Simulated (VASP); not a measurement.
Write the native input for VASP 6.6.1 that does the following.

```
Task                   : single point
Functional             : LDA
Potentials or basis    : VASP PAW LDA potentials, release 64 (Te, Sn_d)
Cutoff                 : 520 eV
k mesh                 : 7 × 7 × 7
Occupations            : gaussian, width 0.1 eV
Spin                   : no spin polarisation
Dipole correction      : no
Further INCAR settings : ALGO = Normal; EDIFF = 1e-07; NBANDS = 17
```

The structure of SnTe lies in POSCAR:

```
SnTe
1.0
    3.9047000000      0.0000000000      0.0000000000
    0.0000000000      3.9047000000      0.0000000000
    0.0000000000      0.0000000000      3.9047000000
Te Sn
1 1
Direct
    0.5000000000      0.5000000000      0.5000000000
    0.0000000000      0.0000000000      0.0000000000
```

The input as run:

INCAR

```
SYSTEM = SnTe
  PREC = Accurate
  ENCUT = 520
  EDIFF = 1E-7
  ISMEAR = 0
  SIGMA = 0.1
  LREAL = .False.
  LASPH = .True.
  NELM = 80
  ALGO = Normal
  ISIF = 2
  LWAVE = .False.
  LCHARG = .False.
  NBANDS = 17
```

KPOINTS

```
regular mesh
0
Gamma
  7 7 7
  0 0 0
```

Potentials or basis: VASP PAW LDA potentials, release 64 (Te, Sn_d).

Command:

```sh
$ cat potpaw_LDA.64/Te/POTCAR potpaw_LDA.64/Sn_d/POTCAR > POTCAR
$ mpirun -np 1 vasp_std > vasp.out
```

It gave:

```
Pressure               : -4.8 GPa
Band gap on the k mesh : zero (band 10 reaches 7.02 eV, above the bottom of band 11 at 5.96 eV)
```

Caveat: spin-orbit coupling is left out, which moves the levels of the heavy elements.

It took 19 s on 1 thread of Intel(R) Xeon(R) Platinum 8488C (Sapphire Rapids), on a shared host, peak memory 0.15 GiB.
